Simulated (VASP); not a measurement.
Write the native input for VASP 6.6.1 that does the following.

- Task: single point
- Functional: r2SCAN
- Potentials or basis: VASP PAW PBE potentials, release 64 (Mg_sv, O)
- Cutoff: 750 eV
- k mesh: 8 × 8 × 8
- Occupations: gaussian, width 0.1 eV
- Spin: no spin polarisation
- Dipole correction: no
- Mended: yes
- Further INCAR settings: ALGO = Normal; EDIFF = 1e-06; NBANDS = 15

MgO:

```
Mg O
1.0
     0.00000    2.10850    2.10850
     2.10850    0.00000    2.10850
     2.10850    2.10850    0.00000
Mg O
1 1
Direct
  0.00000 0.00000 0.00000
  0.50000 0.50000 0.50000
```

These files were run (other wordings do the same):

POSCAR

```
MgO
1.0
    0.0000000000      2.1085000000      2.1085000000
    2.1085000000      0.0000000000      2.1085000000
    2.1085000000      2.1085000000      0.0000000000
Mg O
1 1
Direct
    0.0000000000      0.0000000000      0.0000000000
    0.5000000000      0.5000000000      0.5000000000
```

INCAR.step1

```
SYSTEM = MgO
PREC = Accurate
ENCUT = 750
ISMEAR = 0
SIGMA = 0.1
LREAL = .False.
LASPH = .True.
NELM = 120
NBANDS = 15
GGA = PE
ALGO = Normal
EDIFF = 1E-5
LWAVE = .True.
LCHARG = .False.
GGA_COMPAT = .False.
```

INCAR.step2

```
SYSTEM = MgO
PREC = Accurate
ENCUT = 750
EDIFF = 1E-6
ISMEAR = 0
SIGMA = 0.1
LREAL = .False.
LASPH = .True.
NELM = 120
ALGO = Normal
ISIF = 2
LWAVE = .False.
LCHARG = .True.
METAGGA = R2SCAN
LMIXTAU = .True.
LELF = .True.
LVHAR = .True.
NBANDS = 15
ISTART = 1
GGA_COMPAT = .False.
```

KPOINTS

```
regular mesh
0
Gamma
  8 8 8
  0 0 0
```

Potentials or basis: VASP PAW PBE potentials, release 64 (Mg_sv, O).

Command:

```bash
$ cat potpaw_PBE.64/Mg_sv/POTCAR potpaw_PBE.64/O/POTCAR > POTCAR
$ cp INCAR.step1 INCAR
$ mpirun -np 1 vasp_std > vasp.out
$ cp INCAR.step2 INCAR
$ mpirun -np 1 vasp_std > vasp.out
```

It gave:

```json
{
 "Pressure": "-1.4 GPa",
 "Band gap on the k mesh": "5.61 eV"
}
```

Caveat: the PAW data sets were made with another functional, which shifts forces and pressure a little.

It took 43 s on 1 thread of Intel(R) Xeon(R) Platinum 8559C (Emerald Rapids), with other jobs on the host, peak memory 0.16 GiB.
